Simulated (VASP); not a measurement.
# Ir (Pm-3m) in VASP: notebook, part 2 of 2

VASP 6.6.1. The steps go on from the part before.

### Step 4. Single point, PBEsol (volume scaled by 0.75)

The input, INCAR:

```
SYSTEM = Ir
  ALGO = Normal
  EDIFF = 1E-6
  ENCUT = 520
  GGA = PS
  ISIF = 2
  ISMEAR = -1
  LASPH = .True.
  LCHARG = .False.
  LREAL = .False.
  LWAVE = .False.
  NBANDS = 10
  NELM = 80
  PREC = Accurate
  SIGMA = 0.05
```

The input, KPOINTS:

```
k-points
0
Gamma
  17 17 17
  0 0 0
```

The input, POSCAR:

```
Ir
1.0
    2.3082554333      0.0000000000      0.0000000000
    0.0000000000      2.3082554333      0.0000000000
    0.0000000000      0.0000000000      2.3082554333
Ir
1
Direct
    0.0000000000      0.0000000000      0.0000000000
```

Potentials or basis: VASP PAW PBE potentials, release 64 (Ir).

On the command line:

```
> cat potpaw_PBE.64/Ir/POTCAR > POTCAR
> mpirun -np 1 vasp_std > vasp.out
```

OUTCAR:

```text
SYSTEM = Ir
   EDIFF = 1E-6
   ENCUT = 520
   GGA = PS
   ISIF = 2
   ISMEAR = -1
   LASPH = .True.
   LREAL = .False.
   NELM = 80
   PREC = Accurate

 ion  position               nearest neighbor table
   1  0.000  0.000  0.000-

  LATTYP: Found a simple cubic cell.
 ALAT       =     2.3082554333

  Lattice vectors:

 A1 = (   2.3082554333,   0.0000000000,   0.0000000000)
 A2 = (   0.0000000000,   2.3082554333,   0.0000000000)
 A3 = (   0.0000000000,   0.0000000000,   2.3082554333)

Analysis of symmetry for initial positions (statically):
=====================================================================
 Subroutine PRICEL returns:
 Original cell was already a primitive cell.

 Routine SETGRP: Setting up the symmetry group for a
 simple cubic supercell.

 Subroutine GETGRP returns: Found 48 space group operations
 (whereof 48 operations were pure point group operations)
 out of a pool of 48 trial point group operations.

The static configuration has the point symmetry O_h .

Analysis of symmetry for dynamics (positions and initial velocities):
=====================================================================
[... 156 lines left out ...]
 E-fermi :  12.6853     XC(G=0): -14.7620

 val. band max:       12.6140566504   @ k =   0.2353   0.1765   0.0000
 cond. band min:      12.6951850063   @ k =   0.4118   0.3529   0.0000
 fundamental gap:      0.0811283559
 Fermi energy:        12.6853170422

 k-point     1 :       0.0000    0.0000    0.0000
  band No.  band energies     occupation
      1       0.3565      2.00000
      2       3.4116      2.00000
      3       3.4116      2.00000
      4      14.9818      0.00000
      5      14.9818      0.00000
      6      14.9818      0.00000
      7      30.4668      0.00000
      8      30.4668      0.00000
      9      30.4668      0.00000
     10      38.1880      0.00000
[... 287 lines left out ...]
 k-point    24 :       0.4706    0.1176    0.0000
  band No.  band energies     occupation
      1       4.4173      2.00000
      2       5.4391      2.00000
      3       7.5763      2.00000
      4      10.3720      2.00000
      5      12.9538      0.00927
      6      14.7683      0.00000
      7      21.8680      0.00000
      8      29.9199      0.00000
      9      34.8862      0.00000
     10      36.3613      0.00000

 [... further k-points ...]
[... 5 lines left out ...]
  --------------------------------------------------------------------------------------
  -------------------------------------------------------------------------------------
  Total       12.2993885     12.2993885     12.2993885      0.0000000      0.0000000      0.0000000
  in kB     1602.2950909   1602.2950909   1602.2950909      0.0000000      0.0000000      0.0000000
  external PRESSURE =    1602.2950909 kB  Pullay stress =       0.0000000 kB

 VOLUME and BASIS-vectors are now :
 -----------------------------------------------------------------------------
  energy-cutoff  :      520.00
  volume of cell :       12.30
      direct lattice vectors                 reciprocal lattice vectors
     2.308255433  0.000000000  0.000000000     0.433227617  0.000000000  0.000000000
     0.000000000  2.308255433  0.000000000     0.000000000  0.433227617  0.000000000
     0.000000000  0.000000000  2.308255433     0.000000000  0.000000000  0.433227617

 POSITION                                       TOTAL-FORCE (eV/Angst)
 -----------------------------------------------------------------------------------
      0.00000      0.00000      0.00000         0.000000      0.000000      0.000000
 -----------------------------------------------------------------------------------
    total drift:                                0.000000      0.000000     -0.000000

  FREE ENERGIE OF THE ION-ELECTRON SYSTEM (eV)
  ---------------------------------------------------
  free  energy   TOTEN  =        -7.1660052492 eV

  energy  without entropy=       -7.1611190448  energy(sigma->0) =       -7.16356215
```

OSZICAR:

```text
N       E                     dE             d eps       ncg     rms          rms(c)
DAV:   1     0.519157473137E+02    0.51916E+02   -0.45383E+03  3340   0.845E+02
DAV:   2    -0.665695056105E+01   -0.58573E+02   -0.56802E+02  3390   0.209E+02
DAV:   3    -0.749843919042E+01   -0.84149E+00   -0.83675E+00  3864   0.298E+01
DAV:   4    -0.750608824381E+01   -0.76491E-02   -0.76477E-02  3956   0.264E+00
DAV:   5    -0.750621767507E+01   -0.12943E-03   -0.12943E-03  4104   0.315E-01    0.269E+01
DAV:   6    -0.726452030628E+01    0.24170E+00   -0.20024E-01  3942   0.515E+00    0.143E+01
DAV:   7    -0.716989540724E+01    0.94625E-01   -0.12951E-01  4184   0.363E+00    0.137E+00
DAV:   8    -0.716605844985E+01    0.38370E-02   -0.69281E-03  3686   0.124E+00    0.277E-01
DAV:   9    -0.716600347514E+01    0.54975E-04   -0.46820E-05  3962   0.731E-02    0.338E-02
DAV:  10    -0.716600520713E+01   -0.17320E-05   -0.38969E-06  3814   0.273E-02    0.197E-03
DAV:  11    -0.716600524915E+01   -0.42025E-07   -0.41584E-08  2030   0.176E-03
   1 F= -.71660052E+01 E0= -.71635621E+01  d E =-.488620E-02
```

It took 18 s on 1 thread of AMD EPYC 7R43 (Zen 3), shared host; peak memory 0.09 GiB.

What came out:

| Property | Result |
| --- | --- |
| Free energy | -7.1660 eV |
| Pressure | 160.2 GPa |

Caveat: the PAW data sets were made with another functional, which shifts forces and pressure a little; spin-orbit coupling is left out, which moves the levels of the heavy elements.

### Step 5. Single point, PBEsol (volume scaled by 0.75)

The input, INCAR:

```
ALGO = Normal
EDIFF = 1E-6
ENCUT = 520
GGA = PS
ISIF = 2
ISMEAR = -1
LASPH = T
LCHARG = F
LREAL = F
LWAVE = F
NBANDS = 10
NELM = 60
PREC = Accurate
SIGMA = 0.05
```

The input, KPOINTS:

```
k-points
0
Gamma
  17 17 17
```

POSCAR is that of step 4.

On the command line:

```
> cat potpaw_PBE.64/Ir/POTCAR > POTCAR
> mpirun -np 1 vasp_std > vasp.out
```

It took 17 s on 1 thread of AMD EPYC 7R43 (Zen 3), shared host; peak memory 0.09 GiB.

The run converged. Its results:

| Property | Result |
| --- | --- |
| Free energy | -7.1660 eV |
| Pressure | 160.2 GPa |

Levels at points of the mesh, in eV from the Fermi level:
```
           k point  band 2  band 3  band 4  band 5  band 6  band 7  band 8  band 9
(0.00, 0.00, 0.00)   -9.27   -9.27    2.30    2.30    2.30   17.78   17.78   17.78
```

Caveat: the PAW data sets were made with another functional, which shifts forces and pressure a little; spin-orbit coupling is left out, which moves the levels of the heavy elements.
